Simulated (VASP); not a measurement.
Set up this calculation in VASP 6.6.1, as the native input.

```
Task                   : single point
Functional             : PBE
Potentials or basis    : VASP PAW PBE potentials, release 64 (Sc_sv, Nb_sv)
Cutoff                 : 520 eV
k mesh                 : 6 × 6 × 4
Occupations            : fermi-dirac, width 0.1 eV
Spin                   : no spin polarisation
Dipole correction      : no
Further INCAR settings : ALGO = Fast; EDIFF = 1e-06; NBANDS = 19
```

The structure of ScNb lies in POSCAR:

```
ScNb
1.0
    3.0656443612      0.0000000000      0.0000000000
   -1.5328221806      2.6549258957      0.0000000000
    0.0000000000      0.0000000000      5.0721940000
Sc Nb
1 1
Direct
    0.0000000000      0.0000000000      0.0000000000
    0.3333333333      0.6666666667      0.5000000000
```

These files were run (other wordings do the same):

INCAR

```
SYSTEM = ScNb
PREC = Accurate ; ENCUT = 520
EDIFF = 1E-6 ; ISMEAR = -1
SIGMA = 0.1 ; LREAL = .FALSE.
LASPH = .TRUE. ; NELM = 60
ALGO = Fast ; ISIF = 2
LWAVE = .FALSE. ; LCHARG = .FALSE.
GGA = PE ; NBANDS = 19
```

KPOINTS

```
Automatic mesh
0
G
  6 6 4
  0 0 0
```

Potentials or basis: VASP PAW PBE potentials, release 64 (Sc_sv, Nb_sv).

Launch:

```sh
$ cat potpaw_PBE.64/Sc_sv/POTCAR potpaw_PBE.64/Nb_sv/POTCAR > POTCAR
$ mpirun -np 1 vasp_std > vasp.out
```

Results of the run:

* Pressure: -0.4 GPa
* Band gap on the k mesh: zero (band 12 reaches 7.80 eV, above the bottom of band 13 at 6.82 eV)

Caveat: the k points lie up to 0.39 Å⁻¹ apart.

It took 85 s on 1 thread of AMD EPYC 7R43 64-Core Processor (Zen 3) (shared host), peak memory 0.12 GiB.
